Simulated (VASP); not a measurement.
# LiH (I4/mmm) in VASP: a series of runs, part 2 of 2

VASP 6.6.1.

## 4. Single point, PBE (strain +0.080 along x and y, -0.040 along z)

The input, INCAR:

```
ALGO = Normal ; EDIFF = 1E-7
ENCUT = 520 ; GGA = PE
ISIF = 2 ; ISMEAR = 0
LASPH = True ; LCHARG = False
LREAL = False ; LWAVE = False
NBANDS = 9 ; NELM = 100
PREC = Accurate ; SIGMA = 0.05
```

The input, KPOINTS:

```
k-points
0
Gamma
  10 10 10
```

The input, POSCAR:

```
LiH
1.0
    0.0000000000      2.1951000000      1.9512000000
    2.1951000000      0.0000000000      1.9512000000
    2.1951000000      2.1951000000      0.0000000000
Li H
1 1
Direct
    0.0000000000      0.0000000000      0.0000000000
    0.5000000000      0.5000000000      0.5000000000
```

Command:

```sh
$ cat potpaw_PBE.64/Li_sv/POTCAR potpaw_PBE.64/H/POTCAR > POTCAR
$ mpirun -np 1 vasp_std > vasp.out
```

Run time: 9.8 s. Hardware: 1 thread of Intel Xeon 6975P-C, shared host; peak memory 0.14 GiB.

Results (log left out):

```
Free energy            : -6.0639 eV
Band gap on the k mesh : 2.13 eV, indirect (least direct gap 2.91 eV)
```

Levels at points of the mesh, in eV from the valence-band top:
```csv
k point,band 1,band 2,band 3,band 4,band 5,band 6
"(0.00, 0.00, 0.00)",-44.96,-5.35,13.48,15.33,16.29,16.29
"(0.50, 0.00, 0.00)",-44.94,-2.72,4.12,11.44,13.70,15.99
"(0.50, 0.50, 0.00)",-44.92,0.00,3.62,8.50,8.50,11.52
"(0.50, 0.00, 0.50)",-44.93,-0.78,2.13,9.79,10.74,13.27
```

Caveat: the cell differs from its parent crystal (strain +0.080 along x and y, -0.040 along z); the cutoff is under 1.25 times the usual one of these potentials, so pressure, stress and relaxed cells hold a basis-set (Pulay) error. A k mesh can miss the band edges.

## 5. Single point, PBE (strain +0.080 along x and y, +0.000 along z)

The input, INCAR:

```
SYSTEM = LiH
PREC = Accurate ; ENCUT = 520
EDIFF = 1E-7 ; ISMEAR = 0
SIGMA = 0.05 ; LREAL = .False.
LASPH = .True. ; NELM = 100
ALGO = Normal ; ISIF = 2
LWAVE = .False. ; LCHARG = .False.
GGA = PE ; NBANDS = 9
```

The input, KPOINTS:

```
regular mesh
0
Gamma
  10 10 10
  0 0 0
```

The input, POSCAR:

```
LiH
1.0
    0.0000000000      2.1951000000      2.0325000000
    2.1951000000      0.0000000000      2.0325000000
    2.1951000000      2.1951000000      0.0000000000
Li H
1 1
Direct
    0.0000000000      0.0000000000      0.0000000000
    0.5000000000      0.5000000000      0.5000000000
```

Potentials or basis: VASP PAW PBE potentials, release 64 (Li_sv, H).

Command:

```sh
$ cat potpaw_PBE.64/Li_sv/POTCAR potpaw_PBE.64/H/POTCAR > POTCAR
$ mpirun -np 1 vasp_std > vasp.out
```

OUTCAR:

```text
SYSTEM = LiH
   PREC = Accurate
   ENCUT = 520
   EDIFF = 1E-7
   ISMEAR = 0
   LREAL = .False.
   LASPH = .True.
   NELM = 100
   ISIF = 2
   GGA = PE

 ion  position               nearest neighbor table
   1  0.000  0.000  0.000-
   2  0.500  0.500  0.500-

  LATTYP: Found a body centered tetragonal cell.
 ALAT       =     3.1043401908
 C/A-ratio  =     1.3094570022

  Lattice vectors:

 A1 = (   0.0000000000,  -2.1951000000,  -2.0325000000)
 A2 = (   0.0000000000,   2.1951000000,  -2.0325000000)
 A3 = (   2.1951000000,   0.0000000000,   2.0325000000)

Analysis of symmetry for initial positions (statically):
=====================================================================
 Subroutine PRICEL returns:
 Original cell was already a primitive cell.

 Routine SETGRP: Setting up the symmetry group for a
 body centered tetragonal supercell.

 Subroutine GETGRP returns: Found 16 space group operations
 (whereof 16 operations were pure point group operations)
 out of a pool of 16 trial point group operations.

The static configuration has the point symmetry D_4h.

Analysis of symmetry for dynamics (positions and initial velocities):
=====================================================================
 Subroutine PRICEL returns:
 Original cell was already a primitive cell.

 Routine SETGRP: Setting up the symmetry group for a
 body centered tetragonal supercell.

 Subroutine GETGRP returns: Found 16 space group operations
 (whereof 16 operations were pure point group operations)
 out of a pool of 16 trial point group operations.

The dynamic configuration has the point symmetry D_4h.

 Subroutine INISYM returns: Found 16 space group operations
 (whereof 16 operations are pure point group operations),
 and found     1 'primitive' translations

----------------------------------------------------------------------------------------

[... 116 lines left out ...]
   LORBIT       =      0    0 simple, 1 ext, 2 COOP (PROOUT), +10 PAW based schemes
   GGA     = PE    functional components
   LHFCALC =     F    Hartree Fock is set to
   AEXX    =    0.0000 exact exchange contribution
   IVDW    =     0    specifies the selected vdW correction
   LEPSILON=     F    determine dielectric tensor
   LRPA    =     F    only Hartree local field effects (RPA)
 non-spin polarized calculation
 Gauss-broadening in eV      SIGMA  =   0.05
  energy-cutoff  :      520.00
  volume of cell :       19.59
 maximum number of plane-waves:       544
 NGX is ok and might be reduce to    24
   NGX = 11   NGY = 11   NGZ = 11

 number of electron       3.9999993 magnetization

 Free energy of the ion-electron system (eV)
  ---------------------------------------------------
  ext. energy  EPLUGINS =         0.00000000
  ---------------------------------------------------
  free energy    TOTEN  =        -6.05484767 eV

  energy without entropy =       -6.05484767  energy(sigma->0) =       -6.05484767

 E-fermi :  -0.0261     XC(G=0):  -7.8941

 val. band max:       -0.3989487217   @ k =   0.5000   0.5000   0.0000
 cond. band min:       2.0709475001   @ k =   0.5000   0.0000   0.5000
 fundamental gap:      2.4698962217
 Fermi energy:        -0.0260953328

 k-point     1 :       0.0000    0.0000    0.0000
  band No.  band energies     occupation
      1     -45.2653      2.00000
      2      -5.4465      2.00000
      3      12.9085      0.00000
      4      14.8942      0.00000
      5      15.5008      0.00000
      6      15.5009      0.00000
      7      19.5773      0.00000
      8      19.5773      0.00000
      9      19.9656      0.00000
[... 265 lines left out ...]
 k-point    24 :       0.4000    0.3000    0.0000
  band No.  band energies     occupation
      1     -45.2398      2.00000
      2      -2.4568      2.00000
      3       6.0033      0.00000
      4       8.5084      0.00000
      5       9.4010      0.00000
      6      13.3713      0.00000
      7      14.2894      0.00000
      8      25.1391      0.00000
      9      25.5019      0.00000

 [... further k-points ...]

------------------------ aborting loop because EDIFF is reached ----------------------------------------

  FORCE on cell =-STRESS in cart. coord.  units (eV):
  Direction    XX          YY          ZZ          XY          YZ          ZX
  --------------------------------------------------------------------------------------
  -------------------------------------------------------------------------------------
  Total       -0.7188539     -0.7188539     -0.4109328      0.0000000      0.0000000      0.0000000
  in kB      -58.8006391    -58.8006391    -33.6133794      0.0000000      0.0000000      0.0000000
  external PRESSURE =     -50.4048859 kB  Pullay stress =       0.0000000 kB

 VOLUME and BASIS-vectors are now :
 -----------------------------------------------------------------------------
  energy-cutoff  :      520.00
  volume of cell :       19.59
      direct lattice vectors                 reciprocal lattice vectors
     0.000000000  2.195100000  2.032500000    -0.227780056  0.227780056  0.246002460
     2.195100000  0.000000000  2.032500000     0.227780056 -0.227780056  0.246002460
     2.195100000  2.195100000  0.000000000     0.227780056  0.227780056 -0.246002460

 POSITION                                       TOTAL-FORCE (eV/Angst)
 -----------------------------------------------------------------------------------
      0.00000      0.00000      0.00000         0.000000      0.000000      0.000000
      2.19510      2.19510      2.03250        -0.000000     -0.000000     -0.000000
 -----------------------------------------------------------------------------------
    total drift:                                0.000000     -0.000000     -0.000000

  FREE ENERGIE OF THE ION-ELECTRON SYSTEM (eV)
  ---------------------------------------------------
  free  energy   TOTEN  =        -6.0548476690 eV

  energy  without entropy=       -6.0548476690  energy(sigma->0) =       -6.05484767
```

stdout:

```text
POSCAR found type information on POSCAR LiH
 POSCAR found :  2 types and       2 ions
 scaLAPACK will be used
 LDA part: xc-table for (Slater+PW92), standard interpolation
 POSCAR, INCAR and KPOINTS ok, starting setup
 FFT: planning ... GRIDC
 FFT: planning ... GRID_SOFT
 FFT: planning ... GRID
 WAVECAR not read
 entering main loop
```

It took 9.9 s on 1 thread of Intel Xeon 6975P-C, shared host; peak memory 0.14 GiB.

What came out:

| Quantity | Value |
| --- | --- |
| Free energy | -6.0548 eV |
| Band gap on the k mesh | 2.47 eV, indirect (least direct gap 2.98 eV) |

Caveat: the cell differs from its parent crystal (strain +0.080 along x and y, +0.000 along z); the cutoff is under 1.25 times the usual one of these potentials, so pressure, stress and relaxed cells hold a basis-set (Pulay) error. A k mesh can miss the band edges.

## 6. The runs side by side

| cell | gap on the mesh (eV) |
| --- | --- |
| a = 2.884, b = 2.884, c = 3.104 Å, angles 57.4, 57.4, 65.1°, 2 atoms | 1.78 |
| a = 2.877, b = 2.877, c = 2.989 Å, angles 58.7, 58.7, 62.6°, 2 atoms | 2.34 |
| a = 2.937, b = 2.937, c = 3.104 Å, angles 58.1, 58.1, 63.8°, 2 atoms | 2.13 |
| a = 2.992, b = 2.992, c = 3.104 Å, angles 58.7, 58.7, 62.5°, 2 atoms | 2.47 |

Alike in all rows: task single point; level PBE; potentials or basis VASP PAW PBE potentials, release 64 (Li_sv, H); no spin polarisation; k mesh 10 × 10 × 10; cutoff (eV) 520; smearing gaussian 0.05 eV.

Caveats: the cutoff is under 1.25 times the usual one of these potentials, so pressure, stress and relaxed cells hold a basis-set (Pulay) error.

Absolute energies hang on the potentials; compare differences alone.
